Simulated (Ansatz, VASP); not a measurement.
# ZnO: VASP beside Ansatz

Contents of INCAR:

```
SYSTEM = ZnO
PREC = Accurate ; ENCUT = 520
EDIFF = 1E-6 ; ISMEAR = -1
SIGMA = 0.05 ; LREAL = .FALSE.
LASPH = .TRUE. ; NELM = 100
ALGO = Normal ; ISIF = 2
LWAVE = .FALSE. ; LCHARG = .FALSE.
GGA = PE ; NBANDS = 16
```

KPOINTS

```
Automatic mesh
0
G
  15 15 15
  0 0 0
```

The input POSCAR:

```
ZnO
1.0
    2.6332999969      0.0000000000      0.0000000000
    0.0000000000      2.6332999969      0.0000000000
    0.0000000000      0.0000000000      2.6332999969
Zn O
1 1
Direct
    0.0000000000      0.0000000000      0.0000000000
    0.5000000000      0.5000000000      0.5000000000
```

Input for Ansatz:

```yaml
crystal:
  lattice:
    - [2.6332999969, 0.0, 0.0]
    - [0.0, 2.6332999969, 0.0]
    - [0.0, 0.0, 2.6332999969]
  atoms:
    - { symbol: Zn, position: [0.0, 0.0, 0.0] }
    - { symbol: O, position: [0.5, 0.5, 0.5] }
kpoints:
  mp_grid: { grid: [15, 15, 15] }
scf:
  occupations: { method: fermi_dirac, width: 0.05 }
hamiltonian:
  xc: pbe
  pseudopotentials: { kind: paw }
output:
  forces: true
  stress: true
  eigenvalues: true
  populations: true
```

Change from the starting cell: volume scaled by 0.94, PAW files.

Alike in both runs: task single point; functional PBE; k mesh 15 × 15 × 15; occupations fermi-dirac, width 0.05 eV; no spin polarisation.

|  | VASP | Ansatz |
| --- | --- | --- |
| version | VASP 6.6.1 | Ansatz 0.2.0 |
| potentials or method | VASP PAW PBE potentials, release 64 (Zn, O) | PAW with Ansatz's default frozen-core files, scalar-relativistic |
| plane-wave cutoff (eV) | 520 | 420 |
| valence electrons in the cell | 18 | 18 |

Ansatz gave:

| Property | Result |
| --- | --- |
| pressure (GPa) | 11.3 |

Question: Which values does VASP return?

Answer: Pressure (GPa): 12.2.
